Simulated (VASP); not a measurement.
Nb2Si2O, 5 atoms in the cell. It takes space group Cmmm (No. 65, orthorhombic). Conventional cell: a = 5.843 Å, b = 6.613 Å, c = 3.660 Å, α = 90.00°, β = 90.00°, γ = 90.00°. Nb (site symmetry 2/m) has 2 O at 2.21 Å and 8 Si at 2.87 Å and 2 Nb at 2.92 Å within 3.0 Å. Within 3.8 Å of Si (site symmetry mmm) lie 8 Nb at 2.87 Å and 6 Si at 2.92 to 3.66 Å and 8 O at 3.45 to 3.78 Å. Within 2.4 Å of Si (site symmetry mmm) lie 2 O at 1.83 Å. O (site symmetry mmm) has 2 Si at 1.83 Å and 4 Nb at 2.21 Å within 2.4 Å. The cell was built from a structure type or drawn by symmetry, and may not be a known phase.

| Quantity | Value |
| --- | --- |
| Program | VASP 6.6.1 |
| Task | single point |
| Functional | PBE |
| Potentials or basis | VASP PAW PBE potentials, release 64 (Nb_sv, Si, O) |
| Cutoff | 520 eV |
| k mesh | 4 × 4 × 6 |
| Occupations | gaussian, width 0.1 eV |
| Spin | no spin polarisation |
| Dipole correction | no |
| Further INCAR settings | ALGO = Normal; EDIFF = 1e-06; NBANDS = 28 |

Potentials or basis: VASP PAW PBE potentials, release 64 (Nb_sv, Si, O).

The run is started by

```console
$ cat potpaw_PBE.64/Nb_sv/POTCAR potpaw_PBE.64/Si/POTCAR potpaw_PBE.64/O/POTCAR > POTCAR
$ mpirun -np 1 vasp_std > vasp.out
```

Hardware: 1 thread of AMD EPYC 9R45 96-Core Processor (Zen 5), on a shared host.

Estimate the wall time of this run.

It took 38 s on 1 thread of AMD EPYC 9R45 96-Core Processor (Zen 5), with other jobs on the host, peak memory 0.18 GiB. Counts: scf iterations 14, k points 28.
